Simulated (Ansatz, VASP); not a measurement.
## SiC: VASP beside Ansatz

File POSCAR:

```
SiC
1.0
    3.0759836412      0.0000000000      0.0000000000
   -1.5379918206      2.6638799749      0.0000000000
    0.0000000000      0.0000000000      5.0478375069
Si C
2 2
Direct
    0.3333333333      0.6666666667     -0.0469776163
    0.6666666667      0.3333333333      0.4530223837
    0.3333333333      0.6666666667      0.4219776163
    0.6666666667      0.3333333333      0.9219776163
```

INCAR.step1

```
PREC = Accurate ; ENCUT = 520
ISMEAR = 0 ; SIGMA = 0.01
LREAL = F ; LASPH = T
NELM = 100 ; NBANDS = 16
GGA = PE ; ALGO = Normal
EDIFF = 1E-4 ; LWAVE = T
LCHARG = F
```

File INCAR.step2:

```
PREC = Accurate ; ENCUT = 520
EDIFF = 1E-6 ; ISMEAR = 0
SIGMA = 0.01 ; LREAL = F
LASPH = T ; NELM = 100
ALGO = Normal ; ISIF = 2
LWAVE = F ; LCHARG = T
METAGGA = R2SCAN ; LMIXTAU = T
LELF = T ; LVHAR = T
NBANDS = 16 ; ISTART = 1
```

File KPOINTS:

```
Automatic mesh
0
Gamma
  12 12 6
```

Input for Ansatz:

```yaml
crystal:
  lattice:
    - [3.0759836412, 0.0, 0.0]
    - [-1.5379918206, 2.6638799749, 0.0]
    - [0.0, 0.0, 5.0478375069]
  atoms:
    - { symbol: Si, position: [0.3333333333, 0.6666666667, -0.0469776163] }
    - { symbol: Si, position: [0.6666666667, 0.3333333333, 0.4530223837] }
    - { symbol: C, position: [0.3333333333, 0.6666666667, 0.4219776163] }
    - { symbol: C, position: [0.6666666667, 0.3333333333, 0.9219776163] }
basis:
  ecutwfc: 500
  xc_grid: 2
kpoints:
  mp_grid: { grid: [12, 12, 6] }
hamiltonian:
  xc: r2scan
  pseudopotentials: { kind: paw, azcp: { folder: soft_1 } }
scf:
  occupations: { method: fixed }
output:
  forces: true
  stress: true
  eigenvalues: true
  polarization: {}
```

Change from the starting cell: polar distortion scaled by 0.25.

Alike in both runs: task single point; functional r2SCAN; k mesh 12 × 12 × 6; no spin polarisation.

|  | VASP | Ansatz |
| --- | --- | --- |
| version | VASP 6.6.1 | Ansatz 0.2.0 |
| potentials or method | VASP PAW PBE potentials, release 64 (Si, C), cutoff 520 eV | scalar-relativistic, plane waves, PAW |
| occupations | gaussian, width 0.01 eV | fixed |
| valence electrons in the cell | 16 | 16 |

|  | VASP | Ansatz | Ansatz less VASP |
| --- | --- | --- | --- |
| gap on the k mesh at the Fermi level (eV) | 1.14 | 1.14 | +0.001 |
| least direct gap on the mesh (eV) | 3.31 | 3.30 | -0.004 |
| pressure (GPa) | 9.2 | 9.6 | +0.37 |
| traceless stress, the component that is largest in VASP (GPa) | -8.54 | -8.91 | -0.377 |
| rms of the force components (eV/Å) | 0.929 | 0.928 | -0.0009 |

VASP's potentials were made for PBE, not for r2SCAN. Atom by atom the forces differ by 0.001 eV/Å (rms over components).
